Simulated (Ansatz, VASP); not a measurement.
One calculation of Sc, two programs

```
Sc
1.0
     4.85181    0.00000    0.00000
    -2.42591    4.20179    0.00000
     0.00000    0.00000    3.04746
Sc
3
Cartesian
  2.4259 4.2018 0.0000
  0.0000 2.8012 1.5237
  2.4259 1.4006 1.5237
```

Alike in both runs: task single point; functional PBEsol; k mesh 8 × 8 × 11; occupations fermi-dirac, width 0.1 eV; no spin polarisation.

|  | VASP | Ansatz |
| --- | --- | --- |
| version | VASP 6.6.1 | Ansatz 0.2.0 |
| potentials or method | VASP PAW PBE potentials, release 64 (Sc_sv), cutoff 520 eV | plane waves (420 eV) with PAW, scalar-relativistic |
| valence electrons in the cell | 33 | 33 |

|  | VASP | Ansatz | Ansatz less VASP |
| --- | --- | --- | --- |
| pressure (GPa) | 8.7 | 8.6 | -0.05 |

VASP's potentials were made for PBE, not for PBEsol, and Ansatz warns of the same on its side. With one functional, cell and mesh, what is left measures potentials, basis and numerics.
